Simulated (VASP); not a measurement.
# Bi (R-3m) in VASP: further runs

The runs below take Bi through single point, with LDA.

Everything below comes from runs of VASP 6.6.1. Logs are shortened: lines on timing, memory, paths and dates and some standing lists are left out, and cuts for length are marked.

## (1) The cell of the first run

Symmetry: R-3m, No. 166, trigonal system. The conventional cell has a = 4.535 Å, b = 4.535 Å, c = 11.814 Å, α = 90.00°, β = 90.00°, γ = 120.00°. Within 4.0 Å of Bi (site symmetry 3m) lie 6 Bi at 3.06 to 3.52 Å.

## (2) Single point, LDA

INCAR reads:

```
  ALGO = Fast
  EDIFF = 1E-7
  ENCUT = 520
  GGA = CA
  ISIF = 2
  ISMEAR = 0
  LASPH = T
  LCHARG = F
  LREAL = F
  LWAVE = F
  NBANDS = 22
  NELM = 60
  PREC = Accurate
  SIGMA = 0.1
```

KPOINTS reads:

```
k-points
0
Gamma
  6 6 6
```

POSCAR reads:

```
Bi
1.0
    2.2675000000      1.3091417354      3.9380000000
   -2.2675000000      1.3091417354      3.9380000000
    0.0000000000     -2.6182834708      3.9380000000
Bi
2
Direct
    0.2340000000      0.2340000000      0.2340000000
    0.7660000000      0.7660000000      0.7660000000
```

Potentials or basis: VASP PAW LDA potentials, release 64 (Bi_d).

Launch:

```sh
cat potpaw_LDA.64/Bi_d/POTCAR > POTCAR
mpirun -np 1 vasp_std > vasp.out
```

OUTCAR:

```text
EDIFF = 1E-7
   ENCUT = 520
   GGA = CA
   ISIF = 2
   ISMEAR = 0
   LASPH = T
   LREAL = F
   NELM = 60
   PREC = Accurate

 ion  position               nearest neighbor table
   1  0.234  0.234  0.234-   2 3.06   2 3.06   2 3.06   2 3.52   2 3.52   2 3.52
   2  0.766  0.766  0.766-   1 3.06   1 3.06   1 3.06   1 3.52   1 3.52   1 3.52

  LATTYP: Found a trigonal (rhomboedric) cell.
 ALAT       =     4.7289800521
 COS(alpha) =     0.5401781303

  Lattice vectors:

 A1 = (   2.2675000000,   1.3091417354,   3.9380000000)
 A2 = (  -2.2675000000,   1.3091417354,   3.9380000000)
 A3 = (   0.0000000000,  -2.6182834708,   3.9380000000)

Analysis of symmetry for initial positions (statically):
=====================================================================
 Subroutine PRICEL returns:
 Original cell was already a primitive cell.

 Routine SETGRP: Setting up the symmetry group for a
 trigonal (rhombohedral) supercell.

 Subroutine GETGRP returns: Found 12 space group operations
 (whereof 12 operations were pure point group operations)
 out of a pool of 12 trial point group operations.

The static configuration has the point symmetry D_3d.

Analysis of symmetry for dynamics (positions and initial velocities):
=====================================================================
 Subroutine PRICEL returns:
 Original cell was already a primitive cell.

 Routine SETGRP: Setting up the symmetry group for a
 trigonal (rhombohedral) supercell.

 Subroutine GETGRP returns: Found 12 space group operations
 (whereof 12 operations were pure point group operations)
 out of a pool of 12 trial point group operations.

The dynamic configuration has the point symmetry D_3d.

 Subroutine INISYM returns: Found 12 space group operations
 (whereof 12 operations are pure point group operations),
 and found     1 'primitive' translations

----------------------------------------------------------------------------------------

                                     Primitive cell

  volume of cell :      70.1392

  direct lattice vectors                    reciprocal lattice vectors
     2.267500000  1.309141735  3.938000000     0.220507166  0.127309872  0.084645336
    -2.267500000  1.309141735  3.938000000    -0.220507166  0.127309872  0.084645336
     0.000000000 -2.618283471  3.938000000     0.000000000 -0.254619744  0.084645336

  length of vectors
     4.728980052  4.728980052  4.728980052     0.268320791  0.268320791  0.268320791

  position of ions in fractional coordinates (direct lattice)
     0.234000000  0.234000000  0.234000000
     0.766000000  0.766000000  0.766000000

  ion indices of the primitive-cell ions
   primitive index   ion index
                 1           1
                 2           2

----------------------------------------------------------------------------------------

 KPOINTS: k-points

Automatic generation of k-mesh.
 Grid dimensions read from file:
 generate k-points for:    6    6    6

 Generating k-lattice:

  Cartesian coordinates                     Fractional coordinates (reciprocal lattice)
     0.036751194  0.021218312  0.014107556     0.166666667 -0.000000000  0.000000000
    -0.036751194  0.021218312  0.014107556    -0.000000000  0.166666667  0.000000000
     0.000000000 -0.042436624  0.014107556     0.000000000  0.000000000  0.166666667

  Length of vectors
     0.044720132  0.044720132  0.044720132

  Shift w.r.t. Gamma in fractional coordinates (k-lattice)
     0.000000000  0.000000000  0.000000000

 Subroutine IBZKPT returns following result:
 ===========================================

 Found     32 irreducible k-points:

 Following reciprocal coordinates:
            Coordinates               Weight
  0.000000  0.000000  0.000000      1.000000
  0.166667  0.000000 -0.000000      6.000000
  0.333333  0.000000  0.000000      6.000000
  0.500000  0.000000  0.000000      3.000000
  0.166667  0.166667 -0.000000      6.000000
  0.333333  0.166667  0.000000     12.000000
[... 16 lines left out ...]
  0.500000  0.500000  0.166667      6.000000
 -0.333333  0.500000  0.166667     12.000000
 [... further k-points ...]
   k-points           NKPTS =     32   k-points in BZ     NKDIM =     32   number of bands    NBANDS=     22
   number of dos      NEDOS =    301   number of ions     NIONS =      2
   total plane-waves  NPLWV =  46656
   dimension x,y,z NGX =    36 NGY =   36 NGZ =   36
   dimension x,y,z NGXF=    72 NGYF=   72 NGZF=   72
   ions per type =               2
   NGX,Y,Z   is equivalent  to a cutoff of  12.66, 12.66, 12.66 a.u.
   NGXF,Y,Z  is equivalent  to a cutoff of  25.31, 25.31, 25.31 a.u.
 SYSTEM =  unknown system
   PREC   = accura    normal or accurate (medium, high low for compatibility)
   ISTART =      0    job   : 0-new  1-cont  2-samecut
   ICHARG =      2    charge: 1-file 2-atom 10-const
   ISPIN  =      1    spin polarized calculation?
   LNONCOLLINEAR =      F non collinear calculations
   LSORBIT =      F    spin-orbit coupling
   LASPH  =      T    aspherical Exc in radial PAW
   ENCUT  =  520.0 eV  38.22 Ry    6.18 a.u.   8.79  8.79  8.79*2*pi/ulx,y,z
   NELM   =     60;   NELMIN=  2; NELMDL= -5     # of ELM steps
   EDIFF  = 0.1E-06   stopping-criterion for ELM
   LREAL  =      F    real-space projection
   EDIFFG = 0.1E-05   stopping-criterion for IOM
   NSW    =      0    number of steps for IOM
   IBRION =     -1    ionic relax: 0-MD 1-quasi-New 2-CG
   NFREE  =      0    steps in history (QN), initial steepest desc. (CG)
   ISIF   =      2    stress and relaxation
   ISYM   =      2    0-nonsym 1-usesym 2-fastsym
   POTIM  = 0.5000    time-step for ionic-motion
   TEBEG  =    0.0;   TEEND  =   0.0 temperature during run
   PSTRESS=    0.0 pullay stress
   NELECT =      30.0000    total number of electrons
   NUPDOWN=      -1.0000    fix difference up-down
   EMIN   =  10.00;   EMAX   =-10.00  energy-range for DOS
   EFERMI =   0.00;   METHOD = LEGACY
   ISMEAR =     0;   SIGMA  =   0.10  broadening in eV -4-tet -1-fermi 0-gaus
   EFERMI_NEDOS =   21; number of points for ismear=-14 and -15
   IALGO  =     68    algorithm
   IMIX   =      4    mixing-type and parameters
     AMIX     =   0.40;   BMIX     =  1.00
     AMIX_MAG =   1.60;   BMIX_MAG =  1.00
  volume/ion in A,a.u.               =      35.07       236.66
  Fermi-wavevector in a.u.,A,eV,Ry     =   1.233469  2.330919 20.700530  1.521446
  Thomas-Fermi vector in A             =   2.368198
   LORBIT       =      0    0 simple, 1 ext, 2 COOP (PROOUT), +10 PAW based schemes
   GGA     = CA    functional components
   LHFCALC =     F    Hartree Fock is set to
   AEXX    =    0.0000 exact exchange contribution
   IVDW    =     0    specifies the selected vdW correction
   LEPSILON=     F    determine dielectric tensor
   LRPA    =     F    only Hartree local field effects (RPA)
 non-spin polarized calculation
 RMM-DIIS sequential band-by-band and
 Gauss-broadening in eV      SIGMA  =   0.10
  energy-cutoff  :      520.00
  volume of cell :       70.14
 maximum number of plane-waves:      1934
   NGX = 17   NGY = 17   NGZ = 17

 number of electron      30.0000003 magnetization

 Free energy of the ion-electron system (eV)
  ---------------------------------------------------
  ext. energy  EPLUGINS =         0.00000000
  ---------------------------------------------------
  free energy    TOTEN  =        -9.13403441 eV

  energy without entropy =       -9.13163061  energy(sigma->0) =       -9.13283251

 E-fermi :   6.0324     XC(G=0):  -9.8137

 val. band max:        6.0080549511   @ k =  -0.3333   0.5000   0.3333
 cond. band min:       6.6377836421   @ k =   0.3333   0.1667   0.1667
 fundamental gap:      0.6297286910
 Fermi energy:         6.0323512849

 k-point     1 :       0.0000    0.0000    0.0000
  band No.  band energies     occupation
      1     -16.7619      2.00000
      2     -16.7619      2.00000
      3     -16.6054      2.00000
      4     -16.6054      2.00000
      5     -16.5887      2.00000
      6     -16.4168      2.00000
[... 14 lines left out ...]
     21      11.9308      0.00000
     22      12.2481      0.00000

 k-point     2 :       0.1667    0.0000   -0.0000
  band No.  band energies     occupation
      1     -16.7420      2.00000
      2     -16.7360      2.00000
      3     -16.5968      2.00000
      4     -16.5898      2.00000
      5     -16.5748      2.00000
      6     -16.4305      2.00000
[... 14 lines left out ...]
     21      12.2778      0.00000
     22      14.0592      0.00000

 k-point     3 :       0.3333    0.0000    0.0000
  band No.  band energies     occupation
      1     -16.6939      2.00000
      2     -16.6656      2.00000
      3     -16.5794      2.00000
      4     -16.5496      2.00000
      5     -16.5353      2.00000
      6     -16.4754      2.00000
[... 14 lines left out ...]
     21      13.6575      0.00000
     22      16.4198      0.00000

 k-point     4 :       0.5000    0.0000    0.0000
  band No.  band energies     occupation
      1     -16.6622      2.00000
      2     -16.5913      2.00000
      3     -16.5686      2.00000
      4     -16.5480      2.00000
      5     -16.5087      2.00000
      6     -16.4932      2.00000
[... 14 lines left out ...]
     21      15.4217      0.00000
     22      15.5151      0.00000

 k-point     5 :       0.1667    0.1667   -0.0000
  band No.  band energies     occupation
      1     -16.7585      2.00000
      2     -16.7105      2.00000
      3     -16.6052      2.00000
      4     -16.5822      2.00000
      5     -16.5684      2.00000
      6     -16.4359      2.00000
[... 417 lines left out ...]
 k-point    22 :      -0.1667    0.3333    0.1667
  band No.  band energies     occupation
      1     -16.7221      2.00000
      2     -16.5955      2.00000
      3     -16.5810      2.00000
      4     -16.5427      2.00000
      5     -16.5193      2.00000
      6     -16.4911      2.00000
[... 14 lines left out ...]
     21      14.6084      0.00000
     22      15.3248      0.00000

 k-point    23 :       0.5000    0.5000    0.1667
  band No.  band energies     occupation
      1     -16.7315      2.00000
      2     -16.6304      2.00000
      3     -16.6033      2.00000
      4     -16.5314      2.00000
      5     -16.5223      2.00000
      6     -16.4724      2.00000
[... 14 lines left out ...]
     21      15.5024      0.00000
     22      16.4181      0.00000

 k-point    24 :      -0.3333    0.5000    0.1667
  band No.  band energies     occupation
      1     -16.7198      2.00000
      2     -16.6246      2.00000
      3     -16.5888      2.00000
      4     -16.5383      2.00000
      5     -16.5014      2.00000
      6     -16.4897      2.00000
[... 14 lines left out ...]
     21      16.1173      0.00000
     22      16.4661      0.00000

 [... further k-points ...]

------------------------ aborting loop because EDIFF is reached ----------------------------------------

  FORCE on cell =-STRESS in cart. coord.  units (eV):
  Direction    XX          YY          ZZ          XY          YZ          ZX
  --------------------------------------------------------------------------------------
  -------------------------------------------------------------------------------------
  Total       -0.6589501     -0.6589501     -0.5861870      0.0000000      0.0000000      0.0000000
  in kB      -15.0522762    -15.0522762    -13.3901617      0.0000000      0.0000000      0.0000000
  external PRESSURE =     -14.4982380 kB  Pullay stress =       0.0000000 kB

 VOLUME and BASIS-vectors are now :
 -----------------------------------------------------------------------------
  energy-cutoff  :      520.00
  volume of cell :       70.14
      direct lattice vectors                 reciprocal lattice vectors
     2.267500000  1.309141735  3.938000000     0.220507166  0.127309872  0.084645336
    -2.267500000  1.309141735  3.938000000    -0.220507166  0.127309872  0.084645336
     0.000000000 -2.618283471  3.938000000     0.000000000 -0.254619744  0.084645336

 POSITION                                       TOTAL-FORCE (eV/Angst)
 -----------------------------------------------------------------------------------
      0.00000      0.00000      2.76448         0.000000      0.000000     -0.012334
      0.00000      0.00000      9.04952         0.000000      0.000000      0.012334
 -----------------------------------------------------------------------------------
    total drift:                               -0.000000      0.000000     -0.000000

  FREE ENERGIE OF THE ION-ELECTRON SYSTEM (eV)
  ---------------------------------------------------
  free  energy   TOTEN  =        -9.1340344065 eV

  energy  without entropy=       -9.1316306106  energy(sigma->0) =       -9.13283251
```

Wall time 63 s (1 thread of Intel Xeon Platinum 8488C (Sapphire Rapids), shared host); peak memory 0.19 GiB.

What came out:

```
Free energy            : -9.1340 eV
Pressure               : -1.4 GPa
Largest force          : 0.012 eV/Å
Band gap on the k mesh : zero (bands 15 and 16 overlap by 0.15 eV)
```

Forces in eV/Å, atoms in the order of the input:
```
Bi   0.000  0.000 -0.012
Bi   0.000  0.000  0.012
```

Caveat: spin-orbit coupling is left out, which moves the levels of the heavy elements.

(Part 1 of 2 ends here.)

The gap in the log of VASP goes by the Fermi energy; the results here count the filled bands.